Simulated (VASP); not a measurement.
# Ca (Fmmm) in VASP: relaxation of cell and atoms with PBE

Aim: the relaxation of cell and atoms of Ca with PBE.

All numbers are computed with VASP 6.6.1; they aren't measurements. Logs are shortened: lines on timing, memory, paths and dates and some standing lists are left out, and cuts for length are marked.

### Step 1. The cell of the first run

The structure is orthorhombic, space group Fmmm (No. 69). The conventional cell has a = 3.994 Å, b = 6.527 Å, c = 13.528 Å, α = 90.00°, β = 90.00°, γ = 90.00°. Ca (site symmetry mm2) has 11 Ca at 3.63 to 4.53 Å within 4.8 Å.

### Step 2. Relaxation of cell and atoms, PBE

The input, INCAR:

```
PREC     = Accurate       # precision mode
ENCUT    = 600            # plane-wave cutoff, eV
EDIFF    = 1E-6           # SCF threshold, eV
ISMEAR   = 0              # smearing method
SIGMA    = 0.1            # smearing width, eV
LREAL    = F              # projectors in reciprocal space
LASPH    = T              # aspherical terms in the spheres
NELM     = 100            # most SCF steps
ALGO     = Normal         # electronic algorithm
ISIF     = 3              # what is computed and relaxed
LWAVE    = F              # write WAVECAR
LCHARG   = F              # write CHGCAR
GGA      = PE             # functional
IBRION   = 2              # ionic algorithm
NSW      = 90             # ionic steps
EDIFFG   = -0.04          # ionic threshold
```

The input, KPOINTS:

```
Automatic mesh
0
Gamma
  6 6 6
```

The input, POSCAR:

```
Ca
1.0
    0.0000000000      3.2635209783      6.7637795304
    1.9970720852      0.0000000000      6.7637795304
    1.9970720852      3.2635209783      0.0000000000
Ca
2
Direct
    0.1340738036      0.1340738036      0.8659261964
    0.8659261964      0.8659261964      0.1340738036
```

Potentials or basis: VASP PAW PBE potentials, release 64 (Ca_sv).

The run is started by

```console
$ cat potpaw_PBE.64/Ca_sv/POTCAR > POTCAR
$ mpirun -np 1 vasp_std > vasp.out
```

OUTCAR:

```text
PREC = Accurate
   ENCUT = 600
   EDIFF = 1E-6
   ISMEAR = 0
   LREAL = F
   LASPH = T
   NELM = 100
   ISIF = 3
   GGA = PE
   IBRION = 2
   NSW = 90
   EDIFFG = -0.04

 ion  position               nearest neighbor table
   1  0.134  0.134  0.866-
   2  0.866  0.866  0.134-

  LATTYP: Found a face centered orthorhombic cell.
 ALAT       =     3.9941441704
 B/A-ratio  =     1.6341528193
 C/A-ratio  =     3.3868479663

  Lattice vectors:

 A1 = (   0.0000000000,   3.2635209783,   6.7637795304)
 A2 = (   1.9970720852,   0.0000000000,   6.7637795304)
 A3 = (   1.9970720852,   3.2635209783,   0.0000000000)

Analysis of symmetry for initial positions (statically):
=====================================================================
 Subroutine PRICEL returns:
 Original cell was already a primitive cell.

 Routine SETGRP: Setting up the symmetry group for a
 face centered orthorhombic supercell.

 Subroutine GETGRP returns: Found  8 space group operations
 (whereof  8 operations were pure point group operations)
 out of a pool of  8 trial point group operations.

The static configuration has the point symmetry D_2h.

Analysis of symmetry for dynamics (positions and initial velocities):
=====================================================================
 Subroutine PRICEL returns:
 Original cell was already a primitive cell.

 Routine SETGRP: Setting up the symmetry group for a
 face centered orthorhombic supercell.

 Subroutine GETGRP returns: Found  8 space group operations
 (whereof  8 operations were pure point group operations)
 out of a pool of  8 trial point group operations.

The dynamic configuration has the point symmetry D_2h.

 Subroutine INISYM returns: Found  8 space group operations
 (whereof  8 operations are pure point group operations),
 and found     1 'primitive' translations

----------------------------------------------------------------------------------------

                                     Primitive cell

  volume of cell :      88.1657

  direct lattice vectors                    reciprocal lattice vectors
     0.000000000  3.263520978  6.763779530    -0.250366526  0.153208759  0.073923166
     1.997072085  0.000000000  6.763779530     0.250366526 -0.153208759  0.073923166
     1.997072085  3.263520978  0.000000000     0.250366526  0.153208759 -0.073923166

  length of vectors
     7.509945586  7.052447125  3.826077115     0.302689537  0.302689537  0.302689537

  position of ions in fractional coordinates (direct lattice)
     0.134073804  0.134073804  0.865926196
     0.865926196  0.865926196  0.134073804

  ion indices of the primitive-cell ions
   primitive index   ion index
                 1           1
                 2           2

----------------------------------------------------------------------------------------

 KPOINTS: Automatic mesh

Automatic generation of k-mesh.
 Grid dimensions read from file:
 generate k-points for:    6    6    6

 Generating k-lattice:

  Cartesian coordinates                     Fractional coordinates (reciprocal lattice)
    -0.041727754  0.025534793  0.012320528     0.166666667  0.000000000  0.000000000
     0.041727754 -0.025534793  0.012320528    -0.000000000  0.166666667 -0.000000000
     0.041727754  0.025534793 -0.012320528     0.000000000  0.000000000  0.166666667

  Length of vectors
     0.050448256  0.050448256  0.050448256

  Shift w.r.t. Gamma in fractional coordinates (k-lattice)
     0.000000000  0.000000000  0.000000000

 Subroutine IBZKPT returns following result:
 ===========================================

 Found     46 irreducible k-points:

 Following reciprocal coordinates:
            Coordinates               Weight
  0.000000  0.000000  0.000000      1.000000
  0.166667  0.000000  0.000000      8.000000
  0.333333  0.000000 -0.000000      8.000000
  0.500000 -0.000000 -0.000000      4.000000
  0.166667  0.166667  0.000000      2.000000
  0.333333  0.166667 -0.000000      8.000000
[... 16 lines left out ...]
 -0.166667  0.166667  0.166667      8.000000
  0.500000  0.333333  0.166667      4.000000
 [... further k-points ...]
   k-points           NKPTS =     46   k-points in BZ     NKDIM =     46   number of bands    NBANDS=     14
   number of dos      NEDOS =    301   number of ions     NIONS =      2
   total plane-waves  NPLWV = 107520
   dimension x,y,z NGX =    60 NGY =   56 NGZ =   32
   dimension x,y,z NGXF=   120 NGYF=  112 NGZF=   64
   ions per type =               2
   NGX,Y,Z   is equivalent  to a cutoff of  13.28, 13.20, 13.90 a.u.
   NGXF,Y,Z  is equivalent  to a cutoff of  26.56, 26.40, 27.81 a.u.
 SYSTEM =  unknown system
   PREC   = accura    normal or accurate (medium, high low for compatibility)
   ISTART =      0    job   : 0-new  1-cont  2-samecut
   ICHARG =      2    charge: 1-file 2-atom 10-const
   ISPIN  =      1    spin polarized calculation?
   LNONCOLLINEAR =      F non collinear calculations
   LSORBIT =      F    spin-orbit coupling
   LASPH  =      T    aspherical Exc in radial PAW
   ENCUT  =  600.0 eV  44.10 Ry    6.64 a.u.  15.00 14.09  7.64*2*pi/ulx,y,z
   NELM   =    100;   NELMIN=  2; NELMDL= -5     # of ELM steps
   EDIFF  = 0.1E-05   stopping-criterion for ELM
   LREAL  =      F    real-space projection
   EDIFFG = -.4E-01   stopping-criterion for IOM
   NSW    =     90    number of steps for IOM
   IBRION =      2    ionic relax: 0-MD 1-quasi-New 2-CG
   NFREE  =      1    steps in history (QN), initial steepest desc. (CG)
   ISIF   =      3    stress and relaxation
   ISYM   =      2    0-nonsym 1-usesym 2-fastsym
   POTIM  = 0.5000    time-step for ionic-motion
   TEBEG  =    0.0;   TEEND  =   0.0 temperature during run
   PSTRESS=    0.0 pullay stress
   NELECT =      20.0000    total number of electrons
   NUPDOWN=      -1.0000    fix difference up-down
   EMIN   =  10.00;   EMAX   =-10.00  energy-range for DOS
   EFERMI =   0.00;   METHOD = LEGACY
   ISMEAR =     0;   SIGMA  =   0.10  broadening in eV -4-tet -1-fermi 0-gaus
   EFERMI_NEDOS =   21; number of points for ismear=-14 and -15
   IALGO  =     38    algorithm
   IMIX   =      4    mixing-type and parameters
     AMIX     =   0.40;   BMIX     =  1.00
     AMIX_MAG =   1.60;   BMIX_MAG =  1.00
  volume/ion in A,a.u.               =      44.08       297.49
  Fermi-wavevector in a.u.,A,eV,Ry     =   0.998432  1.886762 13.563180  0.996866
  Thomas-Fermi vector in A             =   2.130655
   LORBIT       =      0    0 simple, 1 ext, 2 COOP (PROOUT), +10 PAW based schemes
   GGA     = PE    functional components
   LHFCALC =     F    Hartree Fock is set to
   AEXX    =    0.0000 exact exchange contribution
   IVDW    =     0    specifies the selected vdW correction
   LEPSILON=     F    determine dielectric tensor
   LRPA    =     F    only Hartree local field effects (RPA)
 conjugate gradient relaxation of ions
 non-spin polarized calculation
 Gauss-broadening in eV      SIGMA  =   0.10
  energy-cutoff  :      600.00
  volume of cell :       88.17
 maximum number of plane-waves:      2960
   NGX = 29   NGY = 29   NGZ = 15

--------------------------------------- Ionic step        1  -------------------------------------------

 number of electron      20.0000001 magnetization

 Free energy of the ion-electron system (eV)
  ---------------------------------------------------
  ext. energy  EPLUGINS =         0.00000000
  ---------------------------------------------------
  free energy    TOTEN  =        -3.60120552 eV

  energy without entropy =       -3.58376092  energy(sigma->0) =       -3.59248322

------------------------ aborting loop because EDIFF is reached ----------------------------------------

  FORCE on cell =-STRESS in cart. coord.  units (eV):
  Direction    XX          YY          ZZ          XY          YZ          ZX
  --------------------------------------------------------------------------------------
  -------------------------------------------------------------------------------------
  Total       -0.2476222     -0.5863961      0.2433101      0.0000000      0.0000000      0.0000000
  in kB       -4.4998761    -10.6561934      4.4215150      0.0000000      0.0000000      0.0000000
  external PRESSURE =      -3.5781848 kB  Pullay stress =       0.0000000 kB

 VOLUME and BASIS-vectors are now :
 -----------------------------------------------------------------------------
  energy-cutoff  :      600.00
  volume of cell :       88.17
      direct lattice vectors                 reciprocal lattice vectors
     0.000000000  3.263520978  6.763779530    -0.250366526  0.153208759  0.073923166
     1.997072085  0.000000000  6.763779530     0.250366526 -0.153208759  0.073923166
     1.997072085  3.263520978  0.000000000     0.250366526  0.153208759 -0.073923166
[... 109 lines left out ...]
 POSITION                                       TOTAL-FORCE (eV/Angst)
 -----------------------------------------------------------------------------------
      1.98053      3.18374      1.81669         0.000000      0.000000     -0.063473
      1.98053      3.18374     11.82480         0.000000      0.000000      0.063473
 -----------------------------------------------------------------------------------
    total drift:                               -0.000000     -0.000000      0.000000

  FREE ENERGIE OF THE ION-ELECTRON SYSTEM (eV)
  ---------------------------------------------------
  free  energy   TOTEN  =        -3.6123067399 eV

  energy  without entropy=       -3.5975684592  energy(sigma->0) =       -3.60493760

--------------------------------------- Ionic step        5  -------------------------------------------

 number of electron      20.0000000 magnetization

 Free energy of the ion-electron system (eV)
  ---------------------------------------------------
  ext. energy  EPLUGINS =         0.00000000
  ---------------------------------------------------
  free energy    TOTEN  =        -3.61329473 eV

  energy without entropy =       -3.59874803  energy(sigma->0) =       -3.60602138

 E-fermi :   1.8766     XC(G=0):  -7.6739

 val. band max:        1.8555349627   @ k =   0.5000  -0.0000   0.1667
 cond. band min:       1.8852019037   @ k =  -0.1667   0.3333   0.1667
 fundamental gap:      0.0296669409
 Fermi energy:         1.8766291117

 k-point     1 :       0.0000    0.0000    0.0000
  band No.  band energies     occupation
      1     -40.2243      2.00000
      2     -40.2097      2.00000
      3     -21.2872      2.00000
      4     -21.1544      2.00000
      5     -21.1419      2.00000
      6     -21.1360      2.00000
      7     -21.1256      2.00000
      8     -21.1250      2.00000
      9      -2.0928      2.00000
     10       0.6743      2.00000
     11       1.4350      2.00000
     12       3.3889      0.00000
     13       3.9394      0.00000
     14       4.1012      0.00000

 k-point     2 :       0.1667    0.0000    0.0000
  band No.  band energies     occupation
      1     -40.2207      2.00000
      2     -40.2077      2.00000
      3     -21.2763      2.00000
      4     -21.1826      2.00000
      5     -21.1719      2.00000
      6     -21.1440      2.00000
      7     -21.1384      2.00000
      8     -21.1259      2.00000
      9      -1.6479      2.00000
     10       0.8886      2.00000
[... 362 lines left out ...]
 k-point    24 :       0.5000    0.3333    0.1667
  band No.  band energies     occupation
      1     -40.2166      2.00000
      2     -40.2095      2.00000
      3     -21.2408      2.00000
      4     -21.1744      2.00000
      5     -21.1721      2.00000
      6     -21.1653      2.00000
      7     -21.1600      2.00000
      8     -21.1472      2.00000
      9      -1.2349      2.00000
     10      -0.1204      2.00000
     11       2.5485      0.00000
     12       3.5378      0.00000
     13       3.9531      0.00000
     14       4.1515      0.00000

 [... further k-points ...]

------------------------ aborting loop because EDIFF is reached ----------------------------------------

  FORCE on cell =-STRESS in cart. coord.  units (eV):
  Direction    XX          YY          ZZ          XY          YZ          ZX
  --------------------------------------------------------------------------------------
  -------------------------------------------------------------------------------------
  Total       -0.0465898      0.0132903      0.0126164      0.0000000      0.0000000      0.0000000
  in kB       -0.8701254      0.2482133      0.2356278      0.0000000      0.0000000      0.0000000
  external PRESSURE =      -0.1287614 kB  Pullay stress =       0.0000000 kB

 VOLUME and BASIS-vectors are now :
 -----------------------------------------------------------------------------
  energy-cutoff  :      600.00
  volume of cell :       85.79
      direct lattice vectors                 reciprocal lattice vectors
     0.000000000  3.172282849  6.797546691    -0.251364821  0.157615201  0.073555949
     1.989140713 -0.000000000  6.797546691     0.251364821 -0.157615201  0.073555949
     1.989140713  3.172282849  0.000000000     0.251364821  0.157615201 -0.073555949

 POSITION                                       TOTAL-FORCE (eV/Angst)
 -----------------------------------------------------------------------------------
      1.98914      3.17228      1.79697         0.000000      0.000000     -0.007190
      1.98914      3.17228     11.79813         0.000000      0.000000      0.007190
 -----------------------------------------------------------------------------------
    total drift:                                0.000000      0.000000     -0.000000

  FREE ENERGIE OF THE ION-ELECTRON SYSTEM (eV)
  ---------------------------------------------------
  free  energy   TOTEN  =        -3.6132947297 eV

  energy  without entropy=       -3.5987480306  energy(sigma->0) =       -3.60602138

 reached required accuracy - stopping structural energy minimisation
```

It took 3.4 min on 1 thread of Intel Xeon Platinum 8488C (Sapphire Rapids), shared host; peak memory 0.33 GiB.

What came out:

| Item | Value |
| --- | --- |
| Free energy | -3.6133 eV |
| Relaxed volume | 42.89 Å³/atom |
| Relaxed cell | a = 7.501 Å, b = 7.083 Å, c = 3.744 Å, α = 81.42°, β = 69.01°, γ = 29.58° |
| Space group after relaxing (to 0.1 Å) | Fmmm (No. 69) |
| Energy gained by relaxing | 6.0 meV/atom |
| Ionic steps | 5 |
| Pressure after relaxing | 0.0 GPa |
| Largest force after relaxing | 0.007 eV/Å |
| Band gap on the k mesh | zero (bands 10 and 11 overlap by 0.63 eV) |

Forces in eV/Å, atoms in the order of the input:
```
Ca   0.000  0.000 -0.007
Ca   0.000  0.000  0.007
```

Step by step:
| step | energy change (eV) | largest force (eV/Å) | pressure (GPa) | volume (Å³) |
| --- | --- | --- | --- | --- |
| 1 | 0.0000 | 0.0941 | -0.36 | 88.17 |
| 2 | -0.0086 | 0.0876 | -0.14 | 86.91 |
| 3 | -0.0102 | 0.0823 | 0.00 | 86.10 |
| 4 | -0.0111 | 0.0635 | 0.00 | 86.02 |
| 5 | -0.0121 | 0.0072 | -0.01 | 85.79 |

Final structure:
```xyz
2
Lattice="0.0000 3.1723 6.7975 1.9891 0.0000 6.7975 1.9891 3.1723 0.0000" Properties=species:S:1:pos:R:3 pbc="T T T"
Ca    1.9891    3.1723    1.7970
Ca    1.9891    3.1723   11.7981
```
